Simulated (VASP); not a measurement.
# ZnSe5 (F-43m) in VASP: a series of runs

ZnSe5 is run at these levels: PBE; tasks: relaxation of cell and atoms, single point.

Program: VASP 6.6.1. These are calculated values, not measurements. Logs are shortened: lines on timing, memory, paths and dates and some standing lists are left out, and cuts for length are marked.

**1. The cell of the first run**

Symmetry: F-43m, No. 216, cubic system. Conventional cell: a = 8.462 Å, b = 8.462 Å, c = 8.462 Å, α = 90.00°, β = 90.00°, γ = 90.00°. Zn (site symmetry -43m) has 16 Se at 3.51 to 3.66 Å within 4.6 Å. Se (site symmetry 3m) has 9 Se at 2.99 to 3.51 Å and 3 Zn at 3.51 Å within 3.9 Å. Within 4.6 Å of Se (site symmetry -43m) lie 12 Se at 3.51 Å and 4 Zn at 3.66 Å.

The cell was generated, and may not be a known phase.

**2. Relaxation of cell and atoms, PBE**

File INCAR:

```
SYSTEM = ZnSe5
PREC = Accurate
ENCUT = 600
EDIFF = 1E-6
ISMEAR = 0
SIGMA = 0.1
LREAL = .False.
LASPH = .True.
NELM = 80
ALGO = Normal
ISIF = 3
LWAVE = .False.
LCHARG = .False.
GGA = PE
IBRION = 2
NSW = 90
EDIFFG = -0.04
```

File KPOINTS:

```
Automatic mesh
0
Gamma
  4 4 4
  0 0 0
```

File POSCAR:

```
ZnSe5
1.0
    0.0000000000      4.2311167000      4.2311167000
    4.2311167000      0.0000000000      4.2311167000
    4.2311167000      4.2311167000      0.0000000000
Zn Se
1 5
Direct
    0.0000000000      0.0000000000      0.0000000000
    0.3750000000      0.3750000000      0.8750000000
    0.3750000000      0.8750000000      0.3750000000
    0.8750000000      0.3750000000      0.3750000000
    0.3750000000      0.3750000000      0.3750000000
    0.7500000000      0.7500000000      0.7500000000
```

Potentials or basis: VASP PAW PBE potentials, release 64 (Zn, Se).

Launch:

```console
> cat potpaw_PBE.64/Zn/POTCAR potpaw_PBE.64/Se/POTCAR > POTCAR
> mpirun -np 1 vasp_std > vasp.out
```

OUTCAR:

```text
SYSTEM = ZnSe5
   PREC = Accurate
   ENCUT = 600
   EDIFF = 1E-6
   ISMEAR = 0
   LREAL = .False.
   LASPH = .True.
   NELM = 80
   ISIF = 3
   GGA = PE
   IBRION = 2
   NSW = 90
   EDIFFG = -0.04

 ion  position               nearest neighbor table
   1  0.000  0.000  0.000-
   2  0.375  0.375  0.875-
   3  0.375  0.875  0.375-
   4  0.875  0.375  0.375-
   5  0.375  0.375  0.375-
   6  0.750  0.750  0.750-

  LATTYP: Found a face centered cubic cell.
 ALAT       =     8.4622334000

  Lattice vectors:

 A1 = (   0.0000000000,   4.2311167000,   4.2311167000)
 A2 = (   4.2311167000,   0.0000000000,   4.2311167000)
 A3 = (   4.2311167000,   4.2311167000,   0.0000000000)

Analysis of symmetry for initial positions (statically):
=====================================================================
 Subroutine PRICEL returns:
 Original cell was already a primitive cell.

 Routine SETGRP: Setting up the symmetry group for a
 face centered cubic supercell.

 Subroutine GETGRP returns: Found 24 space group operations
 (whereof 24 operations were pure point group operations)
 out of a pool of 48 trial point group operations.

The static configuration has the point symmetry T_d .

Analysis of symmetry for dynamics (positions and initial velocities):
=====================================================================
 Subroutine PRICEL returns:
 Original cell was already a primitive cell.

 Routine SETGRP: Setting up the symmetry group for a
 face centered cubic supercell.

 Subroutine GETGRP returns: Found 24 space group operations
 (whereof 24 operations were pure point group operations)
 out of a pool of 48 trial point group operations.

The dynamic configuration has the point symmetry T_d .

 Subroutine INISYM returns: Found 24 space group operations
 (whereof 24 operations are pure point group operations),
 and found     1 'primitive' translations

----------------------------------------------------------------------------------------

                                     Primitive cell

  volume of cell :     151.4939

  direct lattice vectors                    reciprocal lattice vectors
     0.000000000  4.231116700  4.231116700    -0.118172113  0.118172113  0.118172113
     4.231116700  0.000000000  4.231116700     0.118172113 -0.118172113  0.118172113
     4.231116700  4.231116700  0.000000000     0.118172113  0.118172113 -0.118172113

  length of vectors
     5.983702621  5.983702621  5.983702621     0.204680103  0.204680103  0.204680103

  position of ions in fractional coordinates (direct lattice)
     0.000000000  0.000000000  0.000000000
     0.375000000  0.375000000  0.875000000
     0.375000000  0.875000000  0.375000000
     0.875000000  0.375000000  0.375000000
     0.375000000  0.375000000  0.375000000
     0.750000000  0.750000000  0.750000000

  ion indices of the primitive-cell ions
   primitive index   ion index
                 1           1
                 2           2
                 3           3
                 4           4
                 5           5
                 6           6

----------------------------------------------------------------------------------------

 KPOINTS: Automatic mesh

Automatic generation of k-mesh.
 Grid dimensions read from file:
 generate k-points for:    4    4    4

 Generating k-lattice:

  Cartesian coordinates                     Fractional coordinates (reciprocal lattice)
    -0.029543028  0.029543028  0.029543028     0.250000000  0.000000000  0.000000000
     0.029543028 -0.029543028  0.029543028     0.000000000  0.250000000  0.000000000
     0.029543028  0.029543028 -0.029543028     0.000000000  0.000000000  0.250000000

  Length of vectors
     0.051170026  0.051170026  0.051170026

  Shift w.r.t. Gamma in fractional coordinates (k-lattice)
     0.000000000  0.000000000  0.000000000

 Subroutine IBZKPT returns following result:
 ===========================================

 Found      8 irreducible k-points:

 Following reciprocal coordinates:
            Coordinates               Weight
  0.000000  0.000000  0.000000      1.000000
  0.250000  0.000000  0.000000      8.000000
  0.500000  0.000000  0.000000      4.000000
  0.250000  0.250000  0.000000      6.000000
  0.500000  0.250000  0.000000     24.000000
 -0.250000  0.250000  0.000000     12.000000
  0.500000  0.500000  0.000000      3.000000
 -0.250000  0.500000  0.250000      6.000000
   k-points           NKPTS =      8   k-points in BZ     NKDIM =      8   number of bands    NBANDS=     25
   number of dos      NEDOS =    301   number of ions     NIONS =      6
   total plane-waves  NPLWV = 110592
   dimension x,y,z NGX =    48 NGY =   48 NGZ =   48
   dimension x,y,z NGXF=    96 NGYF=   96 NGZF=   96
   ions per type =               1   5
   NGX,Y,Z   is equivalent  to a cutoff of  13.34, 13.34, 13.34 a.u.
   NGXF,Y,Z  is equivalent  to a cutoff of  26.67, 26.67, 26.67 a.u.
 SYSTEM =  ZnSe5
   PREC   = accura    normal or accurate (medium, high low for compatibility)
   ISTART =      0    job   : 0-new  1-cont  2-samecut
   ICHARG =      2    charge: 1-file 2-atom 10-const
   ISPIN  =      1    spin polarized calculation?
   LNONCOLLINEAR =      F non collinear calculations
   LSORBIT =      F    spin-orbit coupling
   LASPH  =      T    aspherical Exc in radial PAW
   ENCUT  =  600.0 eV  44.10 Ry    6.64 a.u.  11.95 11.95 11.95*2*pi/ulx,y,z
   NELM   =     80;   NELMIN=  2; NELMDL= -5     # of ELM steps
   EDIFF  = 0.1E-05   stopping-criterion for ELM
   LREAL  =      F    real-space projection
   EDIFFG = -.4E-01   stopping-criterion for IOM
   NSW    =     90    number of steps for IOM
   IBRION =      2    ionic relax: 0-MD 1-quasi-New 2-CG
   NFREE  =      1    steps in history (QN), initial steepest desc. (CG)
   ISIF   =      3    stress and relaxation
   ISYM   =      2    0-nonsym 1-usesym 2-fastsym
   POTIM  = 0.5000    time-step for ionic-motion
   TEBEG  =    0.0;   TEEND  =   0.0 temperature during run
   PSTRESS=    0.0 pullay stress
   NELECT =      42.0000    total number of electrons
   NUPDOWN=      -1.0000    fix difference up-down
   EMIN   =  10.00;   EMAX   =-10.00  energy-range for DOS
   EFERMI =   0.00;   METHOD = LEGACY
   ISMEAR =     0;   SIGMA  =   0.10  broadening in eV -4-tet -1-fermi 0-gaus
   EFERMI_NEDOS =   21; number of points for ismear=-14 and -15
   IALGO  =     38    algorithm
   IMIX   =      4    mixing-type and parameters
     AMIX     =   0.40;   BMIX     =  1.00
     AMIX_MAG =   1.60;   BMIX_MAG =  1.00
  volume/ion in A,a.u.               =      25.25       170.39
  Fermi-wavevector in a.u.,A,eV,Ry     =   1.067480  2.017244 15.504012  1.139513
  Thomas-Fermi vector in A             =   2.203097
   LORBIT       =      0    0 simple, 1 ext, 2 COOP (PROOUT), +10 PAW based schemes
   GGA     = PE    functional components
   LHFCALC =     F    Hartree Fock is set to
   AEXX    =    0.0000 exact exchange contribution
   IVDW    =     0    specifies the selected vdW correction
   LEPSILON=     F    determine dielectric tensor
   LRPA    =     F    only Hartree local field effects (RPA)
 conjugate gradient relaxation of ions
 non-spin polarized calculation
 Gauss-broadening in eV      SIGMA  =   0.10
  energy-cutoff  :      600.00
  volume of cell :      151.49
 maximum number of plane-waves:      5092
   NGX = 23   NGY = 23   NGZ = 23

--------------------------------------- Ionic step        1  -------------------------------------------

 number of electron      41.9999983 magnetization

 Free energy of the ion-electron system (eV)
  ---------------------------------------------------
  ext. energy  EPLUGINS =         0.00000000
  ---------------------------------------------------
  free energy    TOTEN  =       -13.84281073 eV

  energy without entropy =      -13.78217241  energy(sigma->0) =      -13.81249157

------------------------ aborting loop because EDIFF is reached ----------------------------------------

  FORCE on cell =-STRESS in cart. coord.  units (eV):
  Direction    XX          YY          ZZ          XY          YZ          ZX
  --------------------------------------------------------------------------------------
  -------------------------------------------------------------------------------------
  Total       -4.7746094     -4.7746094     -4.7746094      0.0000000      0.0000000      0.0000000
  in kB      -50.4955870    -50.4955870    -50.4955870      0.0000000      0.0000000      0.0000000
  external PRESSURE =     -50.4955870 kB  Pullay stress =       0.0000000 kB
[... 25 lines left out ...]
  energy  without entropy=      -13.7821724080  energy(sigma->0) =      -13.81249157

--------------------------------------- Ionic step        2  -------------------------------------------

 number of electron      42.0000001 magnetization

 E-fermi :   3.9294     XC(G=0):  -9.9928

 val. band max:        3.8791021466   @ k =   0.5000   0.0000   0.0000
 cond. band min:       3.9479815840   @ k =   0.5000   0.2500   0.0000
 fundamental gap:      0.0688794374
 Fermi energy:         3.9294478749

 k-point     1 :       0.0000    0.0000    0.0000
  band No.  band energies     occupation
      1     -11.9319      2.00000
      2      -8.3263      2.00000
      3      -8.3263      2.00000
      4      -8.3263      2.00000
      5      -7.7648      2.00000
      6      -3.7636      2.00000
[... 250 lines left out ...]
  energy  without entropy=      -14.1140076621  energy(sigma->0) =      -14.14008082

--------------------------------------- Ionic step        3  -------------------------------------------

 number of electron      41.9999995 magnetization

 Free energy of the ion-electron system (eV)
  ---------------------------------------------------
  ext. energy  EPLUGINS =         0.00000000
  ---------------------------------------------------
  free energy    TOTEN  =       -14.16891089 eV

  energy without entropy =      -14.11713154  energy(sigma->0) =      -14.14302122

 E-fermi :   4.0425     XC(G=0): -10.0409

 val. band max:        3.9924140324   @ k =   0.5000   0.0000   0.0000
 cond. band min:       4.0624679006   @ k =   0.5000   0.2500   0.0000
 fundamental gap:      0.0700538682
 Fermi energy:         4.0425346408

 k-point     1 :       0.0000    0.0000    0.0000
  band No.  band energies     occupation
      1     -11.9079      2.00000
      2      -8.2328      2.00000
      3      -8.2328      2.00000
      4      -8.2328      2.00000
      5      -7.6692      2.00000
      6      -3.7453      2.00000
[... 246 lines left out ...]
  FREE ENERGIE OF THE ION-ELECTRON SYSTEM (eV)
  ---------------------------------------------------
  free  energy   TOTEN  =       -14.1689108920 eV

  energy  without entropy=      -14.1171315388  energy(sigma->0) =      -14.14302122

 reached required accuracy - stopping structural energy minimisation
```

Run time: 3.7 min. Hardware: 1 thread of Intel Xeon 8259CL, shared host; peak memory 0.34 GiB.

Results:

```
Free energy                           : -14.1689 eV
Relaxed volume                        : 22.22 Å³/atom
Relaxed cell                          : a = 5.734 Å, b = 5.734 Å, c = 5.734 Å, α = 60.00°, β = 60.00°, γ = 60.00°
Space group after relaxing (to 0.1 Å) : F-43m (No. 216)
Energy gained by relaxing             : 54.4 meV/atom
Ionic steps                           : 3
Pressure after relaxing               : 0.0 GPa
Band gap on the k mesh                : zero (bands 21 and 22 overlap by 1.26 eV)
```

Step by step:
```tsv
step	energy change (eV)	largest force (eV/Å)	pressure (GPa)	volume (Å³)
1	0.0000	0.0092	-5.05	151.49
2	-0.3233	0.0209	-0.57	134.71
3	-0.3261	0.0227	-0.03	133.29
```

Final structure:
```xyz
6
Lattice="0.0000 4.0544 4.0544 4.0544 0.0000 4.0544 4.0544 4.0544 0.0000" Properties=species:S:1:pos:R:3 pbc="T T T"
Zn    0.0000    0.0000    0.0000
Se    5.0682    5.0682    3.0405
Se    5.0682    3.0405    5.0682
Se    3.0405    5.0682    5.0682
Se    3.0405    3.0405    3.0405
Se    6.0816    6.0816    6.0816
```

**3. Single point, PBE**

This run uses another cell than the first one, of 21.80 Å³/atom.

File INCAR:

```
SYSTEM = ZnSe5
PREC     = Accurate       ! precision mode
ENCUT    = 520            ! plane-wave cutoff, eV
EDIFF    = 1E-7           ! SCF threshold, eV
ISMEAR   = 0              ! smearing method
SIGMA    = 0.1            ! smearing width, eV
LREAL    = .False.        ! projectors in reciprocal space
LASPH    = .True.         ! aspherical terms in the spheres
NELM     = 100            ! most SCF steps
ALGO     = Normal         ! electronic algorithm
ISIF     = 2              ! what is computed and relaxed
LWAVE    = .False.        ! write WAVECAR
LCHARG   = .True.         ! write CHGCAR
GGA      = PE             ! functional
LELF     = .True.         ! ELF
LVHAR    = .True.       
NBANDS   = 30             ! bands
```

File KPOINTS:

```
Automatic mesh
0
Gamma
  8 8 8
  0 0 0
```

File POSCAR:

```
ZnSe5
1.0
    0.0000000000      4.0290193885      4.0290193885
    4.0290193885      0.0000000000      4.0290193885
    4.0290193885      4.0290193885      0.0000000000
Zn Se
1 5
Direct
    0.0000000000      0.0000000000      0.0000000000
    0.6253304440      0.6253304440      0.6253304440
    0.1240086680      0.6253304440      0.6253304440
    0.6253304440      0.6253304440      0.1240086680
    0.6253304440      0.1240086680      0.6253304440
    0.2500000000      0.2500000000      0.2500000000
```

Potentials or basis: VASP PAW PBE potentials, release 64 (Zn, Se).

Launch:

```console
> cat potpaw_PBE.64/Zn/POTCAR potpaw_PBE.64/Se/POTCAR > POTCAR
> mpirun -np 1 vasp_std > vasp.out
```

Run time: 4.1 min. Hardware: 1 thread of Intel Xeon 8259CL, shared host; peak memory 0.31 GiB.

Results (log left out):

- Free energy: -14.5477 eV
- Pressure: 0.0 GPa
- Largest force: 0.013 eV/Å
- Band gap on the k mesh: zero (bands 21 and 22 overlap by 1.48 eV)

Forces on the atoms (eV/Å):
```
Zn   0.000  0.000  0.000
Se   0.008  0.008  0.008
Se   0.008 -0.008 -0.008
Se  -0.008 -0.008  0.008
Se  -0.008  0.008 -0.008
Se   0.000  0.000  0.000
```

Levels at points of the mesh, in eV from the Fermi level:
| k point | band 19 | band 20 | band 21 | band 22 | band 23 | band 24 |
| --- | --- | --- | --- | --- | --- | --- |
| (0.00, 0.00, 0.00) | -1.60 | -1.60 | 1.37 | 1.37 | 1.37 | 2.25 |
| (0.50, 0.00, 0.00) | -2.15 | -1.23 | -0.04 | 0.15 | 0.15 | 1.43 |
| (0.50, 0.50, 0.00) | -1.93 | -1.76 | -0.61 | 0.03 | 0.03 | 0.34 |

**4. Relaxation of cell and atoms, PBE**

This run uses another cell than the first one, of 22.33 Å³/atom.

File INCAR:

```
SYSTEM = ZnSe5
PREC = Accurate
ENCUT = 600
EDIFF = 1E-7
ISMEAR = 0
SIGMA = 0.1
LREAL = .False.
LASPH = .True.
NELM = 80
ALGO = Normal
ISIF = 3
LWAVE = .False.
LCHARG = .False.
GGA = PE
IBRION = 2
NSW = 100
EDIFFG = -0.01
```

KPOINTS is that of step 3.

File POSCAR:

```
ZnSe5
1.0
    0.0000000000      4.0611813175      4.0611813175
    4.0611813175      0.0000000000      4.0611813175
    4.0611813175      4.0611813175      0.0000000000
Zn Se
1 5
Direct
    0.0000000000      0.0000000000      0.0000000000
    0.6250745985      0.6250745985      0.6250745985
    0.1247762045      0.6250745985      0.6250745985
    0.6250745985      0.6250745985      0.1247762045
    0.6250745985      0.1247762045      0.6250745985
    0.2500000000      0.2500000000      0.2500000000
```

Launch:

```console
> cat potpaw_PBE.64/Zn/POTCAR potpaw_PBE.64/Se/POTCAR > POTCAR
> mpirun -np 1 vasp_std > vasp.out
```

It took 12 min on 1 thread of Intel Xeon 8259CL, shared host; peak memory 0.4 GiB.

Results (log left out):

```yaml
Free_energy: -14.5480 eV
Relaxed_volume: 21.80 Å³/atom
Relaxed_cell: a = 5.698 Å, b = 5.698 Å, c = 5.698 Å, α = 60.00°, β = 60.00°, γ = 60.00°
Space_group_after_relaxing_to_0.1_Å: F-43m (No. 216)
Energy_gained_by_relaxing: 2.1 meV/atom
Ionic_steps: 5
Pressure_after_relaxing: 0.0 GPa
Largest_force_after_relaxing: 0.009 eV/Å
Band_gap_on_the_k_mesh: zero (bands 21 and 22 overlap by 1.48 eV)
```

Forces in eV/Å, atoms in the order of the input:
```
Zn   0.000  0.000  0.000
Se   0.005  0.005  0.005
Se   0.005 -0.005 -0.005
Se  -0.005 -0.005  0.005
Se  -0.005  0.005 -0.005
Se   0.000  0.000  0.000
```

The path:
```tsv
step	energy change (eV)	largest force (eV/Å)	pressure (GPa)	volume (Å³)
1	0.0000	0.0229	-1.24	133.96
2	-0.0124	0.0207	0.08	130.65
3	-0.0124	0.0209	0.01	130.83
4	-0.0125	0.0179	0.00	130.83
5	-0.0127	0.0087	0.00	130.83
```

Final structure:
```
Zn Se
1.0
     0.00000    4.02926    4.02926
     4.02926    0.00000    4.02926
     4.02926    4.02926    0.00000
Zn Se
1 5
Cartesian
  0.0000 0.0000 0.0000
  5.0401 5.0401 5.0401
  5.0401 3.0184 3.0184
  3.0184 3.0184 5.0401
  3.0184 5.0401 3.0184
  2.0146 2.0146 2.0146
```

Levels at points of the mesh, in eV from the Fermi level:
```tsv
k point	band 19	band 20	band 21	band 22	band 23	band 24
(0.00, 0.00, 0.00)	-1.60	-1.60	1.37	1.37	1.37	2.25
(0.50, 0.00, 0.00)	-2.14	-1.23	-0.04	0.15	0.15	1.43
(0.50, 0.50, 0.00)	-1.94	-1.75	-0.60	0.03	0.03	0.34
```

**5. The runs side by side**

```csv
task,cell,k mesh,cutoff (eV),gap on the mesh (eV),pressure (GPa),relaxed volume (Å³/atom),largest force (eV/Å)
relaxation of cell and atoms,"relaxed from a = 5.984 Å, angles 60.0°, 6 atoms, atomic positions A",4 × 4 × 4,600,none,0.0,22.22,-
single point,"a = 5.698 Å, angles 60.0°, 6 atoms, atomic positions B",8 × 8 × 8,520,none,0.0,-,0.01
relaxation of cell and atoms,"relaxed from a = 5.743 Å, angles 60.0°, 6 atoms, atomic positions C",8 × 8 × 8,600,none,0.0,21.80,0.01
```

Alike in all rows: level PBE; potentials or basis VASP PAW PBE potentials, release 64 (Zn, Se); no spin polarisation; smearing gaussian 0.1 eV.

Total energies depend on the potentials used, so only differences within one code and one set of settings carry meaning.

The gap in the log of VASP goes by the Fermi energy; the results here count the filled bands.